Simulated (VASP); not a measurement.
Write the native input for VASP 6.6.1 that does the following.

```yaml
Task: relaxation of cell and atoms
Functional: PBEsol
Potentials_or_basis: VASP PAW PBE potentials, release 64 (Si, Mo_sv)
Cutoff: 600 eV
k_mesh: 6 × 6 × 6
Occupations: gaussian, width 0.1 eV
Spin: no spin polarisation
Dipole_correction: no
Further_INCAR_settings: LREAL = Auto; ALGO = Fast; EDIFF = 1e-06; IBRION = 2; EDIFFG = -0.015; NSW = 80; ISIF = 3
```

The structure of SiMo3 lies in POSCAR:

```
SiMo3
1.0
   -4.8615836805      4.8615836805      0.0000000000
    0.0000000000      4.8615836805     -4.8615836805
   -4.8615836805      0.0000000000     -4.8615836805
Si Mo
4 12
Direct
    0.7500000000      0.7500000000      0.7500000000
    0.2500000000      0.2500000000      0.2500000000
    0.5000000000      0.5000000000      0.5000000000
    1.0000000000      0.0000000000      1.0000000000
    0.3750000000      0.1250000000      0.6250000000
    0.8750000000      0.6250000000      0.1250000000
    0.6250000000      0.8750000000      0.3750000000
    0.1250000000      0.3750000000      0.8750000000
    0.6250000000      0.1250000000      0.8750000000
    0.1250000000      0.6250000000      0.3750000000
    0.3750000000      0.8750000000      0.1250000000
    0.8750000000      0.3750000000      0.6250000000
    0.8750000000      0.1250000000      0.3750000000
    0.3750000000      0.6250000000      0.8750000000
    0.1250000000      0.8750000000      0.6250000000
    0.6250000000      0.3750000000      0.1250000000
```

One way to write it, as run:

INCAR

```
  PREC = Accurate
  ENCUT = 600
  EDIFF = 1E-6
  ISMEAR = 0
  SIGMA = 0.1
  LREAL = Auto
  LASPH = T
  NELM = 80
  ALGO = Fast
  ISIF = 3
  LWAVE = F
  LCHARG = F
  GGA = PS
  IBRION = 2
  NSW = 80
  EDIFFG = -0.015
```

KPOINTS

```
Automatic mesh
0
Gamma
  6 6 6
```

Potentials or basis: VASP PAW PBE potentials, release 64 (Si, Mo_sv).

Launch:

```bash
$ cat potpaw_PBE.64/Si/POTCAR potpaw_PBE.64/Mo_sv/POTCAR > POTCAR
$ mpirun -np 1 vasp_std > vasp.out
```

It gave:

| Item | Value |
| --- | --- |
| Relaxed volume | 14.38 Å³/atom |
| Relaxed cell | a = 6.878 Å, b = 6.878 Å, c = 6.878 Å, α = 60.00°, β = 60.00°, γ = 60.00° |
| Space group after relaxing (to 0.1 Å) | Pm-3n (No. 223) |
| Energy gained by relaxing | 0.0 meV/atom |
| Ionic steps | 3 |
| Pressure after relaxing | 0.0 GPa |
| Band gap on the k mesh | zero (bands 92 and 93 overlap by 0.34 eV) |

Caveat: the PAW data sets were made with another functional, which shifts forces and pressure a little.

Wall time 66 min on 1 thread of Oxide Virtual Turin-like Processor, on a shared host, peak memory 0.61 GiB.
